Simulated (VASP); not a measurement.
ZrB:

```xyz
2
Lattice="0.0000 2.2936 2.2936 2.2936 0.0000 2.2936 2.2936 2.2936 0.0000" Properties=species:S:1:pos:R:3 pbc="T T T"
Zr    0.0000    0.0000    0.0000
B     2.2936    2.2936    2.2936
```

Base run:

| Item | Value |
| --- | --- |
| Program | VASP 6.6.1 |
| Functional | PBEsol |
| Potentials or basis | VASP PAW PBE potentials, release 64 (Zr_sv, B) |
| Cutoff | 520 eV |
| k mesh | 10 × 10 × 10 |
| Occupations | fermi-dirac, width 0.05 eV |
| Spin | no spin polarisation |

Its results: pressure 41.5 GPa.

Question: The run is repeated on the same cell with these changes: functional from PBEsol to r2SCAN. What comes out?

Answer: Pressure 49.3 GPa.

Caveats: the PAW data sets were made with another functional, which shifts forces and pressure a little.
